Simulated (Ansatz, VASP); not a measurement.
## Ti3S2 in VASP and in Ansatz

Contents of INCAR:

```
SYSTEM = Ti3S2
PREC     = Accurate       ! precision mode
ENCUT    = 520            ! plane-wave cutoff, eV
EDIFF    = 1E-7           ! SCF threshold, eV
ISMEAR   = -1             ! smearing method
SIGMA    = 0.05           ! smearing width, eV
LREAL    = .FALSE.        ! projectors in reciprocal space
LASPH    = .TRUE.         ! aspherical terms in the spheres
NELM     = 100            ! most SCF steps
ALGO     = Normal         ! electronic algorithm
ISIF     = 2              ! what is computed and relaxed
LWAVE    = .FALSE.        ! write WAVECAR
LCHARG   = .FALSE.        ! write CHGCAR
GGA      = PS             ! functional
NBANDS   = 32             ! bands
```

KPOINTS

```
Automatic mesh
0
G
  5 5 5
  0 0 0
```

File POSCAR:

```
Ti3S2
1.0
    2.7402450633      1.5820812249      3.2376184047
   -2.7402450633      1.5820812249      3.2376184047
    0.0000000000     -3.1641624499      3.2376184047
Ti S
3 2
Direct
    0.0000000000      0.3356550000      0.6643450000
    0.6643450000      0.0000000000      0.3356550000
    0.3356550000      0.6643450000      0.0000000000
    0.1678390000      0.1678390000      0.1678390000
    0.8321610000      0.8321610000      0.8321610000
```

Contents of input.yaml:

```yaml
crystal:
  lattice:
    - [2.7402450633, 1.5820812249, 3.2376184047]
    - [-2.7402450633, 1.5820812249, 3.2376184047]
    - [0.0, -3.1641624499, 3.2376184047]
  atoms:
    - { symbol: Ti, position: [0.0, 0.335655, 0.664345] }
    - { symbol: Ti, position: [0.664345, 0.0, 0.335655] }
    - { symbol: Ti, position: [0.335655, 0.664345, 0.0] }
    - { symbol: S, position: [0.167839, 0.167839, 0.167839] }
    - { symbol: S, position: [0.832161, 0.832161, 0.832161] }
hamiltonian:
  xc: pbesol
  pseudopotentials: { kind: paw }
kpoints:
  mp_grid: { grid: [5, 5, 5] }
  band_path:
    path:
      - [[0.0, 0.0, 0.0], [0.5, 0.0, 0.0], [0.5, 0.3258563702, -0.3258563702]]
      - [[0.6741436298, 0.5, 0.3258563702], [0.5, 0.5, 0.5], [0.0, 0.0, 0.0], [0.4129281851, 0.0, -0.4129281851]]
      - [[0.5870718149, 0.4129281851, 0.0], [0.5, 0.5, 0.0], [0.5870718149, 0.5870718149, 0.3258563702], [0.5, 0.5, 0.5]]
      - [[0.5, 0.0, 0.0], [0.6741436298, 0.4129281851, 0.4129281851]]
    npoints: 14
scf:
  occupations: { method: fermi_dirac, width: 0.05 }
  n_extra_bands: 12
output:
  forces: true
  stress: true
  eigenvalues: true
  fatbands: true
```

Alike in both runs: functional PBEsol; k mesh 5 × 5 × 5; occupations fermi-dirac, width 0.05 eV; no spin polarisation.

|  | VASP | Ansatz |
| --- | --- | --- |
| version | VASP 6.6.1 | Ansatz 0.2.0 |
| potentials or method | VASP PAW PBE potentials, release 64 (Ti_sv, S) | Ansatz PAW |
| plane-wave cutoff (eV) | 520 | 420 |
| valence electrons in the cell | 48 | 48 |
| task | single point | band structure |

Ansatz gave:

- gap on the k mesh at the Fermi level (eV): none
- pressure (GPa): -6.6
- traceless stress, the component that is largest in VASP (GPa): -0.12
- rms of the force components (eV/Å): 0.054

**Question.** Which values does VASP return?

**Answer.** gap on the k mesh at the Fermi level (eV): none; pressure (GPa): -6.5; traceless stress, the component that is largest in VASP (GPa): -0.04; rms of the force components (eV/Å): 0.050.

VASP's potentials were made for PBE, not for PBEsol. Atom by atom the forces differ by 0.004 eV/Å (rms over components). A gap of «none» marks a metal or a gap that the smearing closes. With one functional, cell and mesh, what is left measures potentials, basis and numerics.
